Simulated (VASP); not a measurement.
# AlNi3 (Pm-3m) in VASP: a series of runs

AlNi3 is run at these levels: BLYP, revPBE, r2SCAN, PBE; tasks: single point, relaxation of cell and atoms.

Program: VASP 6.6.1. These are calculated values, not measurements. Logs are shortened: lines on timing, memory, paths and dates and some standing lists are left out, and cuts for length are marked.

### Step 1. The cell of the first run

Symmetry: Pm-3m, No. 221, cubic system. The conventional cell has a = 3.523 Å, b = 3.523 Å, c = 3.523 Å, α = 90.00°, β = 90.00°, γ = 90.00°. Within 3.3 Å of Ni (site symmetry 4/mmm) lie 8 Ni at 2.49 Å and 4 Al at 2.49 Å. Within 3.3 Å of Al (site symmetry m-3m) lie 12 Ni at 2.49 Å.

### Step 2. Single point, BLYP, collinear spin, ferromagnetic start

INCAR

```
SYSTEM = AlNi3
AGGAC = 1.0 ; AGGAX = 1.0
ALDAC = 0.0 ; ALDAX = 1.0
ALGO = Fast ; EDIFF = 1E-6
ENCUT = 520 ; GGA = B5
ISIF = 2 ; ISMEAR = -1
ISPIN = 2 ; LASPH = .TRUE.
LCHARG = .FALSE. ; LMAXMIX = 4
LORBIT = 11 ; LREAL = .FALSE.
LWAVE = .FALSE. ; MAGMOM = 1 1 1 0
NBANDS = 28 ; NELM = 150
PREC = Accurate ; SIGMA = 0.05
```

KPOINTS

```
k-points
0
G
  8 8 8
  0 0 0
```

POSCAR

```
AlNi3
1.0
    3.5230547267      0.0000000000      0.0000000000
    0.0000000000      3.5230547267      0.0000000000
    0.0000000000      0.0000000000      3.5230547267
Ni Al
3 1
Direct
    0.5000000000      0.5000000000      0.0000000000
    0.5000000000      0.0000000000      0.5000000000
    0.0000000000      0.5000000000      0.5000000000
    0.0000000000      0.0000000000      0.0000000000
```

Potentials or basis: VASP PAW PBE potentials, release 64 (Ni, Al).

Launch:

```sh
cat potpaw_PBE.64/Ni/POTCAR potpaw_PBE.64/Al/POTCAR > POTCAR
mpirun -np 1 vasp_std > vasp.out
```

OUTCAR:

```text
SYSTEM = AlNi3
   EDIFF = 1E-6
   ENCUT = 520
   GGA = B5
   ISIF = 2
   ISMEAR = -1
   ISPIN = 2
   LASPH = .TRUE.
   LORBIT = 11
   LREAL = .FALSE.
   NELM = 150
   PREC = Accurate

 ion  position               nearest neighbor table
   1  0.500  0.500  0.000-   2 2.49   3 2.49   4 2.49   2 2.49   3 2.49   2 2.49   4 2.49   2 2.49
                             3 2.49   4 2.49   3 2.49   4 2.49
   2  0.500  0.000  0.500-   1 2.49   3 2.49   4 2.49   1 2.49   4 2.49   1 2.49   3 2.49   1 2.49
                             3 2.49   4 2.49   4 2.49   3 2.49
   3  0.000  0.500  0.500-   1 2.49   2 2.49   4 2.49   1 2.49   4 2.49   2 2.49   4 2.49   4 2.49
                             1 2.49   2 2.49   1 2.49   2 2.49
   4  0.000  0.000  0.000-   1 2.49   2 2.49   3 2.49   2 2.49   3 2.49   1 2.49   3 2.49   3 2.49
                             1 2.49   2 2.49   2 2.49   1 2.49

  LATTYP: Found a simple cubic cell.
 ALAT       =     3.5230547267

  Lattice vectors:

 A1 = (   3.5230547267,   0.0000000000,   0.0000000000)
 A2 = (   0.0000000000,   3.5230547267,   0.0000000000)
 A3 = (   0.0000000000,   0.0000000000,   3.5230547267)

Analysis of symmetry for initial positions (statically):
=====================================================================
 Subroutine PRICEL returns:
 Original cell was already a primitive cell.

 Routine SETGRP: Setting up the symmetry group for a
 simple cubic supercell.

 Subroutine GETGRP returns: Found 48 space group operations
 (whereof 48 operations were pure point group operations)
 out of a pool of 48 trial point group operations.

The static configuration has the point symmetry O_h .

Analysis of symmetry for dynamics (positions and initial velocities):
=====================================================================
 Subroutine PRICEL returns:
 Original cell was already a primitive cell.

 Routine SETGRP: Setting up the symmetry group for a
 simple cubic supercell.

 Subroutine GETGRP returns: Found 48 space group operations
 (whereof 48 operations were pure point group operations)
 out of a pool of 48 trial point group operations.

The dynamic configuration has the point symmetry O_h .

Analysis of structural, dynamic, and magnetic symmetry:
=====================================================================
 Subroutine PRICEL returns:
 Original cell was already a primitive cell.

 Routine SETGRP: Setting up the symmetry group for a
 simple cubic supercell.

 Subroutine GETGRP returns: Found 48 space group operations
 (whereof 48 operations were pure point group operations)
 out of a pool of 48 trial point group operations.

The overall configuration has the point symmetry O_h .

 Subroutine INISYM returns: Found 48 space group operations
 (whereof 48 operations are pure point group operations),
 and found     1 'primitive' translations

----------------------------------------------------------------------------------------

                                     Primitive cell

  volume of cell :      43.7279

  direct lattice vectors                    reciprocal lattice vectors
     3.523054727  0.000000000  0.000000000     0.283844583  0.000000000  0.000000000
     0.000000000  3.523054727  0.000000000     0.000000000  0.283844583  0.000000000
     0.000000000  0.000000000  3.523054727     0.000000000  0.000000000  0.283844583

  length of vectors
     3.523054727  3.523054727  3.523054727     0.283844583  0.283844583  0.283844583

  position of ions in fractional coordinates (direct lattice)
     0.500000000  0.500000000  0.000000000
     0.500000000  0.000000000  0.500000000
     0.000000000  0.500000000  0.500000000
     0.000000000  0.000000000  0.000000000

  ion indices of the primitive-cell ions
   primitive index   ion index
                 1           1
                 2           2
                 3           3
                 4           4

----------------------------------------------------------------------------------------

 KPOINTS: k-points

Automatic generation of k-mesh.
 Grid dimensions read from file:
 generate k-points for:    8    8    8

 Generating k-lattice:

  Cartesian coordinates                     Fractional coordinates (reciprocal lattice)
     0.035480573  0.000000000  0.000000000     0.125000000  0.000000000  0.000000000
     0.000000000  0.035480573  0.000000000     0.000000000  0.125000000  0.000000000
     0.000000000  0.000000000  0.035480573     0.000000000  0.000000000  0.125000000

  Length of vectors
     0.035480573  0.035480573  0.035480573

  Shift w.r.t. Gamma in fractional coordinates (k-lattice)
     0.000000000  0.000000000  0.000000000

 Subroutine IBZKPT returns following result:
 ===========================================

 Found     35 irreducible k-points:

 Following reciprocal coordinates:
            Coordinates               Weight
  0.000000  0.000000  0.000000      1.000000
  0.125000  0.000000  0.000000      6.000000
  0.250000  0.000000  0.000000      6.000000
  0.375000  0.000000  0.000000      6.000000
  0.500000  0.000000  0.000000      3.000000
  0.125000  0.125000  0.000000     12.000000
[... 16 lines left out ...]
  0.375000  0.375000  0.125000     24.000000
  0.500000  0.375000  0.125000     24.000000
 [... further k-points ...]
   k-points           NKPTS =     35   k-points in BZ     NKDIM =     35   number of bands    NBANDS=     28
   number of dos      NEDOS =    301   number of ions     NIONS =      4
   total plane-waves  NPLWV =  21952
   dimension x,y,z NGX =    28 NGY =   28 NGZ =   28
   dimension x,y,z NGXF=    56 NGYF=   56 NGZF=   56
   ions per type =               3   1
   NGX,Y,Z   is equivalent  to a cutoff of  13.21, 13.21, 13.21 a.u.
   NGXF,Y,Z  is equivalent  to a cutoff of  26.43, 26.43, 26.43 a.u.
 SYSTEM =  AlNi3
   PREC   = accura    normal or accurate (medium, high low for compatibility)
   ISTART =      0    job   : 0-new  1-cont  2-samecut
   ICHARG =      2    charge: 1-file 2-atom 10-const
   ISPIN  =      2    spin polarized calculation?
   LNONCOLLINEAR =      F non collinear calculations
   LSORBIT =      F    spin-orbit coupling
   LASPH  =      T    aspherical Exc in radial PAW
   ENCUT  =  520.0 eV  38.22 Ry    6.18 a.u.   6.55  6.55  6.55*2*pi/ulx,y,z
   NELM   =    150;   NELMIN=  2; NELMDL= -5     # of ELM steps
   EDIFF  = 0.1E-05   stopping-criterion for ELM
   LREAL  =      F    real-space projection
   EDIFFG = 0.1E-04   stopping-criterion for IOM
   NSW    =      0    number of steps for IOM
   IBRION =     -1    ionic relax: 0-MD 1-quasi-New 2-CG
   NFREE  =      0    steps in history (QN), initial steepest desc. (CG)
   ISIF   =      2    stress and relaxation
   ISYM   =      2    0-nonsym 1-usesym 2-fastsym
   POTIM  = 0.5000    time-step for ionic-motion
   TEBEG  =    0.0;   TEEND  =   0.0 temperature during run
   PSTRESS=    0.0 pullay stress
   NELECT =      33.0000    total number of electrons
   NUPDOWN=      -1.0000    fix difference up-down
   EMIN   =  10.00;   EMAX   =-10.00  energy-range for DOS
   EFERMI =   0.00;   METHOD = LEGACY
   ISMEAR =    -1;   SIGMA  =   0.05  broadening in eV -4-tet -1-fermi 0-gaus
   EFERMI_NEDOS =   21; number of points for ismear=-14 and -15
   IALGO  =     68    algorithm
   IMIX   =      4    mixing-type and parameters
     AMIX     =   0.40;   BMIX     =  1.00
     AMIX_MAG =   1.60;   BMIX_MAG =  1.00
  volume/ion in A,a.u.               =      10.93        73.77
  Fermi-wavevector in a.u.,A,eV,Ry     =   1.490482  2.816603 30.225843  2.221537
  Thomas-Fermi vector in A             =   2.603258
   LORBIT       =     11    0 simple, 1 ext, 2 COOP (PROOUT), +10 PAW based schemes
   GGA     = B5    functional components
   LHFCALC =     F    Hartree Fock is set to
   AEXX    =    0.0000 exact exchange contribution
   IVDW    =     0    specifies the selected vdW correction
   LEPSILON=     F    determine dielectric tensor
   LRPA    =     F    only Hartree local field effects (RPA)
 spin polarized calculation
 RMM-DIIS sequential band-by-band and
  energy-cutoff  :      520.00
  volume of cell :       43.73
 maximum number of plane-waves:      1208
 NGX is ok and might be reduce to    28
   NGX = 13   NGY = 13   NGZ = 13

 number of electron      32.9999980 magnetization       0.6044121

 Free energy of the ion-electron system (eV)
  ---------------------------------------------------
  ext. energy  EPLUGINS =         0.00000000
  ---------------------------------------------------
  free energy    TOTEN  =       -18.11221311 eV

  energy without entropy =      -18.08101279  energy(sigma->0) =      -18.09661295

 E-fermi :  10.4251     XC(G=0): -12.2765

 val. band max:       10.4128125314   @ k =   0.3750   0.2500   0.2500
 cond. band min:      10.4263053166   @ k =   0.5000   0.2500   0.2500
 fundamental gap:      0.0134927853
 Fermi energy:        10.4250949285

 spin component 1

 k-point     1 :       0.0000    0.0000    0.0000
  band No.  band energies     occupation
      1       0.3531      1.00000
      2       5.9895      1.00000
      3       6.6766      1.00000
      4       6.6766      1.00000
      5       7.0196      1.00000
      6       7.0196      1.00000
[... 20 lines left out ...]
     27      24.6523      0.00000
     28      24.6524      0.00000

 k-point     2 :       0.1250    0.0000    0.0000
  band No.  band energies     occupation
      1       0.5480      1.00000
      2       6.0471      1.00000
      3       6.5683      1.00000
      4       6.7994      1.00000
      5       7.0527      1.00000
      6       7.0527      1.00000
[... 20 lines left out ...]
     27      24.0556      0.00000
     28      24.0556      0.00000

 k-point     3 :       0.2500    0.0000    0.0000
  band No.  band energies     occupation
      1       1.1219      1.00000
      2       5.8030      1.00000
      3       6.4780      1.00000
      4       7.1350      1.00000
      5       7.1420      1.00000
      6       7.1420      1.00000
[... 616 lines left out ...]
      3       5.8275      1.00000
      4       7.1986      1.00000
      5       7.3279      1.00000
      6       7.5770      1.00000
[... 20 lines left out ...]
     27      24.7560      0.00000
     28      26.6760      0.00000

 k-point    24 :       0.5000    0.3750    0.1250
  band No.  band energies     occupation
      1       4.2699      1.00000
      2       5.1710      1.00000
      3       6.0197      1.00000
      4       7.1554      1.00000
      5       7.3451      1.00000
      6       7.6940      1.00000
[... 20 lines left out ...]
     27      25.5769      0.00000
     28      25.8715      0.00000

 [... further k-points ...]

 spin component 2

 k-point     1 :       0.0000    0.0000    0.0000
  band No.  band energies     occupation
      1       0.3387      1.00000
      2       6.0579      1.00000
      3       6.8041      1.00000
      4       6.8041      1.00000
      5       7.2560      1.00000
      6       7.2560      1.00000
[... 20 lines left out ...]
     27      24.6593      0.00000
     28      24.6593      0.00000

 k-point     2 :       0.1250    0.0000    0.0000
  band No.  band energies     occupation
      1       0.5336      1.00000
      2       6.1138      1.00000
      3       6.6823      1.00000
      4       6.9293      1.00000
      5       7.2823      1.00000
      6       7.2823      1.00000
[... 20 lines left out ...]
     27      24.0613      0.00000
     28      24.0613      0.00000

 k-point     3 :       0.2500    0.0000    0.0000
  band No.  band energies     occupation
      1       1.1075      1.00000
      2       5.8486      1.00000
      3       6.5668      1.00000
      4       7.2719      1.00000
      5       7.3496      1.00000
      6       7.3496      1.00000
[... 616 lines left out ...]
      3       5.8772      1.00000
      4       7.3024      1.00000
      5       7.4478      1.00000
      6       7.7612      1.00000
[... 20 lines left out ...]
     27      24.7521      0.00000
     28      26.7010      0.00000

 k-point    24 :       0.5000    0.3750    0.1250
  band No.  band energies     occupation
      1       4.2679      1.00000
      2       5.1992      1.00000
      3       6.0890      1.00000
      4       7.2761      1.00000
      5       7.4370      1.00000
      6       7.8845      1.00000
[... 20 lines left out ...]
     27      25.5684      0.00000
     28      25.9029      0.00000

 [... further k-points ...]

------------------------ aborting loop because EDIFF is reached ----------------------------------------

  FORCE on cell =-STRESS in cart. coord.  units (eV):
  Direction    XX          YY          ZZ          XY          YZ          ZX
  --------------------------------------------------------------------------------------
  -------------------------------------------------------------------------------------
  Total        4.0832613      4.0832613      4.0832613      0.0000000      0.0000000      0.0000000
  in kB      149.6096440    149.6096440    149.6096440      0.0000000      0.0000000      0.0000000
  external PRESSURE =     149.6096440 kB  Pullay stress =       0.0000000 kB

 VOLUME and BASIS-vectors are now :
 -----------------------------------------------------------------------------
  energy-cutoff  :      520.00
  volume of cell :       43.73
      direct lattice vectors                 reciprocal lattice vectors
     3.523054727  0.000000000  0.000000000     0.283844583  0.000000000  0.000000000
     0.000000000  3.523054727  0.000000000     0.000000000  0.283844583  0.000000000
     0.000000000  0.000000000  3.523054727     0.000000000  0.000000000  0.283844583

 POSITION                                       TOTAL-FORCE (eV/Angst)
 -----------------------------------------------------------------------------------
      1.76153      1.76153      0.00000         0.000000      0.000000      0.000000
      1.76153      0.00000      1.76153         0.000000      0.000000      0.000000
      0.00000      1.76153      1.76153         0.000000      0.000000      0.000000
      0.00000      0.00000      0.00000         0.000000      0.000000      0.000000
 -----------------------------------------------------------------------------------
    total drift:                                0.000000      0.000000      0.000000

  FREE ENERGIE OF THE ION-ELECTRON SYSTEM (eV)
  ---------------------------------------------------
  free  energy   TOTEN  =       -18.1122131092 eV

  energy  without entropy=      -18.0810127852  energy(sigma->0) =      -18.09661295

 total charge

# of ion       s       p       d       tot
------------------------------------------
    1        0.512   0.534   8.450   9.496
    2        0.512   0.534   8.450   9.496
    3        0.512   0.534   8.450   9.496
    4        0.409   0.401   0.000   0.810
--------------------------------------------------
tot          1.944   2.004  25.349  29.298

 magnetization (x)

# of ion       s       p       d       tot
------------------------------------------
    1       -0.002  -0.007   0.222   0.212
    2       -0.002  -0.007   0.222   0.212
    3       -0.002  -0.007   0.222   0.212
    4       -0.000  -0.006   0.000  -0.007
--------------------------------------------------
tot         -0.008  -0.028   0.665   0.630
```

It took 59 s on 1 thread of Intel Xeon 6975P-C (Granite Rapids), shared host; peak memory 0.2 GiB.

Results:

```
Free energy                                           : -18.1122 eV
Pressure                                              : 15.0 GPa
Net moment                                            : 0.60 μB per cell
Site moments                                          : Ni +0.21; Al -0.01 μB
Valence electrons inside the program's atomic spheres : Ni 9.50; Al 0.81
```

Levels at points of the mesh, in eV from the Fermi level:
Spin up:
```
           k point  band 14  band 15  band 16  band 17  band 18  band 19  band 20  band 21
(0.00, 0.00, 0.00)    -0.03    -0.03    -0.03     0.96     0.96     0.96     6.84     6.84
(0.50, 0.00, 0.00)    -1.22    -1.07    -0.53    -0.03     5.70     5.70     5.78     5.78
(0.50, 0.50, 0.00)    -1.24    -1.01    -0.98    -0.56     0.92     0.92     8.40     8.40
(0.50, 0.50, 0.50)    -1.11    -1.11    -0.22    -0.22    -0.22     0.02     3.55     4.20
```
Spin down:
| k point | band 14 | band 15 | band 16 | band 17 | band 18 | band 19 |
| --- | --- | --- | --- | --- | --- | --- |
| (0.00, 0.00, 0.00) | 0.33 | 0.33 | 0.33 | 0.94 | 0.94 | 0.94 |
| (0.50, 0.00, 0.00) | -0.99 | -0.89 | -0.38 | 0.33 | 5.75 | 5.75 |
| (0.50, 0.50, 0.00) | -1.15 | -0.85 | -0.64 | -0.45 | 1.16 | 1.16 |
| (0.50, 0.50, 0.50) | -0.97 | -0.97 | 0.01 | 0.09 | 0.09 | 0.09 |

Caveat: the cell stands under pressure; the PAW data sets were made with another functional, which shifts forces and pressure a little.

(Continued in part 2 of 2.)
